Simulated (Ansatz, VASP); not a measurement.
SiO2 in VASP and in Ansatz

```
Si O
1.0
     4.20500    0.00000    0.00000
     0.00000    4.20500    0.00000
     0.00000    0.00000    2.46970
Si O
2 4
Cartesian
  2.1025 2.1025 1.2349
  0.0000 0.0000 0.0000
  2.9201 2.9201 0.0000
  0.8176 3.3874 1.2349
  1.2849 1.2849 0.0000
  3.3874 0.8176 1.2349
```

Alike in both runs: task single point; functional LDA; k mesh 6 × 6 × 8; occupations gaussian, width 0.05 eV; no spin polarisation.

|  | VASP | Ansatz |
| --- | --- | --- |
| version | VASP 6.6.1 | Ansatz 0.2.0 |
| potentials or method | VASP PAW LDA potentials, release 64 (Si, O), cutoff 520 eV | scalar-relativistic, plane waves, PAW |
| valence electrons in the cell | 32 | 32 |

Ansatz gave:

| Quantity | Value |
| --- | --- |
| gap on the k mesh at the Fermi level (eV) | 6.92 |
| least direct gap on the mesh (eV) | 6.92 |
| pressure (GPa) | 25.3 |
| traceless stress, the component that is largest in VASP (GPa) | 37.29 |
| rms of the force components (eV/Å) | 0.009 |

Problem. What did VASP give for the same quantities?

Solution. gap on the k mesh at the Fermi level (eV): 6.92; least direct gap on the mesh (eV): 6.92; pressure (GPa): 26.7; traceless stress, the component that is largest in VASP (GPa): 38.42; rms of the force components (eV/Å): 0.046.

Ansatz warns that its potentials were made for another functional, while VASP's fit it. LDA's correlation is that of Perdew and Zunger in VASP and of Perdew and Wang (1992) in Ansatz. Atom by atom the forces differ by 0.038 eV/Å (rms over components).
